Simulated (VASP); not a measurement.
# AlCu3 (Pmmn) in VASP: single point with r2SCAN

Aim: the single point of AlCu3 with r2SCAN.

Everything below comes from runs of VASP 6.6.1. Logs are shortened: lines on timing, memory, paths and dates and some standing lists are left out, and cuts for length are marked.

## (1) The cell of the first run

It takes space group Pmmn (No. 59, orthorhombic). The conventional cell has a = 4.173 Å, b = 5.107 Å, c = 4.512 Å, α = 90.00°, β = 90.00°, γ = 90.00°. Al (site symmetry mm2) has 12 Cu at 2.55 to 2.60 Å within 3.4 Å. Cu (site symmetry mm2) has 4 Al at 2.55 Å and 8 Cu at 2.58 to 2.60 Å within 3.4 Å. Within 3.3 Å of Cu (site symmetry m) lie 8 Cu at 2.54 to 2.60 Å and 4 Al at 2.57 to 2.60 Å.

## (2) Single point, r2SCAN

Contents of POSCAR:

```
AlCu3
1.0
    4.1725144000      0.0000000000      0.0000000000
    0.0000000000      5.1070174600      0.0000000000
    0.0000000000      0.0000000000      4.5117153100
Al Cu
2 6
Direct
    0.0000000000      0.0000000000      0.6611100000
    0.5000000000      0.5000000000      0.3388900000
    0.0000000000      0.5000000000      0.6626749500
    0.5000000000      0.0000000000      0.3373250500
    0.0000000000      0.2509403100      0.1600646800
    0.0000000000      0.7490596900      0.1600646800
    0.5000000000      0.2490596900      0.8399353200
    0.5000000000      0.7509403100      0.8399353200
```

Contents of INCAR.step1:

```
SYSTEM = AlCu3
PREC = Accurate
ENCUT = 520
ISMEAR = 0
SIGMA = 0.1
LREAL = .False.
LASPH = .True.
NELM = 100
NBANDS = 46
GGA = PE
ALGO = Normal
EDIFF = 1E-4
LWAVE = .True.
LCHARG = .False.
```

Contents of INCAR.step2:

```
SYSTEM = AlCu3
PREC = Accurate
ENCUT = 520
EDIFF = 1E-6
ISMEAR = 0
SIGMA = 0.1
LREAL = .False.
LASPH = .True.
NELM = 100
ALGO = Normal
ISIF = 2
LWAVE = .False.
LCHARG = .False.
METAGGA = R2SCAN
LMIXTAU = .True.
NBANDS = 46
ISTART = 1
```

Contents of KPOINTS:

```
Automatic mesh
0
Gamma
  4 4 4
  0 0 0
```

Potentials or basis: VASP PAW PBE potentials, release 64 (Al, Cu).

Command:

```
cat potpaw_PBE.64/Al/POTCAR potpaw_PBE.64/Cu/POTCAR > POTCAR
cp INCAR.step1 INCAR
mpirun -np 1 vasp_std > vasp.out
cp INCAR.step2 INCAR
mpirun -np 1 vasp_std > vasp.out
```

OUTCAR:

```text
SYSTEM = AlCu3
   PREC = Accurate
   ENCUT = 520
   EDIFF = 1E-6
   ISMEAR = 0
   LREAL = .False.
   LASPH = .True.
   NELM = 100
   ISIF = 2
   METAGGA = R2SCAN
   ISTART = 1

 ion  position               nearest neighbor table
   1  0.000  0.000  0.661-   4 2.55   4 2.55   3 2.55   3 2.55   7 2.57   8 2.57   7 2.57   8 2.57
                             5 2.59   6 2.59   5 2.60   6 2.60
   2  0.500  0.500  0.339-   3 2.55   3 2.55   4 2.55   4 2.55   5 2.57   6 2.57   5 2.57   6 2.57
                             7 2.59   8 2.59   7 2.60   8 2.60
   3  0.000  0.500  0.663-   2 2.55   2 2.55   1 2.55   1 2.55   7 2.58   8 2.58   7 2.58   8 2.58
                             5 2.58   6 2.58   5 2.60   6 2.60
   4  0.500  0.000  0.337-   1 2.55   1 2.55   2 2.55   2 2.55   5 2.58   6 2.58   5 2.58   6 2.58
                             7 2.58   8 2.58   7 2.60   8 2.60
   5  0.000  0.251  0.160-   7 2.54   7 2.54   6 2.54   6 2.56   2 2.57   2 2.57   4 2.58   4 2.58
                             3 2.58   1 2.59   1 2.60   3 2.60
   6  0.000  0.749  0.160-   8 2.54   8 2.54   5 2.54   5 2.56   2 2.57   2 2.57   4 2.58   4 2.58
                             3 2.58   1 2.59   1 2.60   3 2.60
   7  0.500  0.249  0.840-   5 2.54   5 2.54   8 2.54   8 2.56   1 2.57   1 2.57   3 2.58   3 2.58
                             4 2.58   2 2.59   2 2.60   4 2.60
   8  0.500  0.751  0.840-   6 2.54   6 2.54   7 2.54   7 2.56   1 2.57   1 2.57   3 2.58   3 2.58
                             4 2.58   2 2.59   2 2.60   4 2.60

  LATTYP: Found a simple orthorhombic cell.
 ALAT       =     4.1725144000
 B/A-ratio  =     1.0812941257
 C/A-ratio  =     1.2239664074

  Lattice vectors:

 A1 = (  -4.1725144000,   0.0000000000,   0.0000000000)
 A2 = (   0.0000000000,   0.0000000000,   4.5117153100)
 A3 = (   0.0000000000,   5.1070174600,   0.0000000000)

Analysis of symmetry for initial positions (statically):
=====================================================================
 Subroutine PRICEL returns:
 Original cell was already a primitive cell.

 Routine SETGRP: Setting up the symmetry group for a
 simple orthorhombic supercell.

 Subroutine GETGRP returns: Found  8 space group operations
 (whereof  4 operations were pure point group operations)
 out of a pool of  8 trial point group operations.

The static configuration has the point symmetry C_2v.
 The point group associated with its full space group is D_2h.

Analysis of symmetry for dynamics (positions and initial velocities):
=====================================================================
 Subroutine PRICEL returns:
 Original cell was already a primitive cell.

 Routine SETGRP: Setting up the symmetry group for a
[... 123 lines left out ...]
   IBRION =     -1    ionic relax: 0-MD 1-quasi-New 2-CG
   NFREE  =      0    steps in history (QN), initial steepest desc. (CG)
   ISIF   =      2    stress and relaxation
   ISYM   =      2    0-nonsym 1-usesym 2-fastsym
   POTIM  = 0.5000    time-step for ionic-motion
   TEBEG  =    0.0;   TEEND  =   0.0 temperature during run
   PSTRESS=    0.0 pullay stress
   NELECT =      72.0000    total number of electrons
   NUPDOWN=      -1.0000    fix difference up-down
   EMIN   =  10.00;   EMAX   =-10.00  energy-range for DOS
   EFERMI =   0.00;   METHOD = LEGACY
   ISMEAR =     0;   SIGMA  =   0.10  broadening in eV -4-tet -1-fermi 0-gaus
   EFERMI_NEDOS =   21; number of points for ismear=-14 and -15
   IALGO  =     38    algorithm
   IMIX   =      4    mixing-type and parameters
     AMIX     =   0.40;   BMIX     =  1.00
     AMIX_MAG =   1.60;   BMIX_MAG =  1.00
  volume/ion in A,a.u.               =      12.02        81.10
  Fermi-wavevector in a.u.,A,eV,Ry     =   1.486677  2.809413 30.071724  2.210209
  Thomas-Fermi vector in A             =   2.599934
   LORBIT       =      0    0 simple, 1 ext, 2 COOP (PROOUT), +10 PAW based schemes
   METAGGA = R2SCAN    functional components
   LHFCALC =     F    Hartree Fock is set to
   AEXX    =    0.0000 exact exchange contribution
   IVDW    =     0    specifies the selected vdW correction
   LEPSILON=     F    determine dielectric tensor
   LRPA    =     F    only Hartree local field effects (RPA)
 non-spin polarized calculation
 Gauss-broadening in eV      SIGMA  =   0.10
  energy-cutoff  :      520.00
  volume of cell :       96.14
 maximum number of plane-waves:      2610
 NGX is ok and might be reduce to    32
   NGX = 15   NGY = 19   NGZ = 17

 number of electron      71.9999952 magnetization

 Free energy of the ion-electron system (eV)
  ---------------------------------------------------
  ext. energy  EPLUGINS =         0.00000000
  ---------------------------------------------------
  free energy    TOTEN  =       -80.09230346 eV

  energy without entropy =      -80.08822933  energy(sigma->0) =      -80.09026639

 E-fermi :   8.5695     XC(G=0): -13.3646

 val. band max:        8.3764058860   @ k =   0.2500   0.0000   0.5000
 cond. band min:       8.6458746472   @ k =   0.0000   0.0000   0.5000
 fundamental gap:      0.2694687612
 Fermi energy:         8.5695316807

 k-point     1 :       0.0000    0.0000    0.0000
  band No.  band energies     occupation
      1      -2.5920      2.00000
      2       1.9671      2.00000
      3       2.4498      2.00000
      4       3.2054      2.00000
      5       3.4998      2.00000
      6       3.5617      2.00000
[... 1165 lines left out ...]
     45      18.8174      0.00000
     46      18.8174      0.00000

 [... further k-points ...]
[... 5 lines left out ...]
  --------------------------------------------------------------------------------------
  -------------------------------------------------------------------------------------
  Total        1.1765926     -0.4475069      0.7353036      0.0000000      0.0000000      0.0000000
  in kB       19.6078434     -7.4576749     12.2537888      0.0000000      0.0000000      0.0000000
  external PRESSURE =       8.1346524 kB  Pullay stress =       0.0000000 kB

 VOLUME and BASIS-vectors are now :
 -----------------------------------------------------------------------------
  energy-cutoff  :      520.00
  volume of cell :       96.14
      direct lattice vectors                 reciprocal lattice vectors
     4.172514400  0.000000000  0.000000000     0.239663643  0.000000000  0.000000000
     0.000000000  5.107017460  0.000000000     0.000000000  0.195809004  0.000000000
     0.000000000  0.000000000  4.511715310     0.000000000  0.000000000  0.221645191

 POSITION                                       TOTAL-FORCE (eV/Angst)
 -----------------------------------------------------------------------------------
      0.00000      0.00000      2.98274         0.000000     -0.000000     -0.007605
      2.08626      2.55351      1.52898         0.000000     -0.000000      0.007605
      0.00000      2.55351      2.98980         0.000000     -0.000000     -0.010302
      2.08626      0.00000      1.52191         0.000000     -0.000000      0.010302
      0.00000      1.28156      0.72217         0.000000      0.004961     -0.000266
      0.00000      3.82546      0.72217         0.000000     -0.004961     -0.000266
      2.08626      1.27195      3.78955         0.000000     -0.004961      0.000266
      2.08626      3.83507      3.78955         0.000000      0.004961      0.000266
 -----------------------------------------------------------------------------------
    total drift:                                0.000000      0.000000      0.000000

  FREE ENERGIE OF THE ION-ELECTRON SYSTEM (eV)
  ---------------------------------------------------
  free  energy   TOTEN  =       -80.0923034611 eV

  energy  without entropy=      -80.0882293287  energy(sigma->0) =      -80.09026639
```

OSZICAR.step1:

```text
N       E                     dE             d eps       ncg     rms          rms(c)
DAV:   1     0.618646813214E+03    0.61865E+03   -0.30396E+04  2484   0.251E+03
DAV:   2     0.377595185499E+02   -0.58089E+03   -0.56363E+03  2484   0.457E+02
DAV:   3    -0.369505446840E+02   -0.74710E+02   -0.70159E+02  2600   0.209E+02
DAV:   4    -0.396790620574E+02   -0.27285E+01   -0.27037E+01  3028   0.545E+01
DAV:   5    -0.397422192764E+02   -0.63157E-01   -0.63141E-01  3820   0.728E+00    0.241E+01
DAV:   6    -0.371429478916E+02    0.25993E+01   -0.10608E+02  2862   0.181E+02    0.155E+01
DAV:   7    -0.313808100205E+02    0.57621E+01   -0.23938E+01  2964   0.882E+01    0.165E+00
DAV:   8    -0.314035914311E+02   -0.22781E-01   -0.16365E+00  3208   0.264E+01    0.182E+00
DAV:   9    -0.313914554786E+02    0.12136E-01   -0.35815E-01  3144   0.176E+01    0.163E+00
DAV:  10    -0.313440754493E+02    0.47380E-01   -0.87713E-02  3080   0.568E+00    0.291E-01
DAV:  11    -0.313433114009E+02    0.76405E-03   -0.15328E-02  3708   0.162E+00    0.106E-01
DAV:  12    -0.313433107181E+02    0.68282E-06   -0.29016E-03  2846   0.844E-01    0.567E-02
DAV:  13    -0.313433010957E+02    0.96224E-05   -0.61917E-04  2558   0.486E-01
   1 F= -.31343301E+02 E0= -.31341242E+02  d E =-.411837E-02
```

Run time: 5 min. Hardware: 1 thread of Intel Xeon Platinum 8375C at 2.90GHz (Ice Lake), shared host; peak memory 0.27 GiB.

What came out:

* Free energy: -80.0923 eV
* Pressure: 0.8 GPa
* Largest force: 0.010 eV/Å
* Band gap on the k mesh: zero (band 36 reaches 10.83 eV, above the bottom of band 37 at 6.57 eV)

Forces on the atoms (eV/Å):
```
Al   0.000  0.000 -0.008
Al   0.000  0.000  0.008
Cu   0.000  0.000 -0.010
Cu   0.000  0.000  0.010
Cu   0.000  0.005  0.000
Cu   0.000 -0.005  0.000
Cu   0.000 -0.005  0.000
Cu   0.000  0.005  0.000
```

Caveat: the k points lie up to 0.38 Å⁻¹ apart; the PAW data sets were made with another functional, which shifts forces and pressure a little.
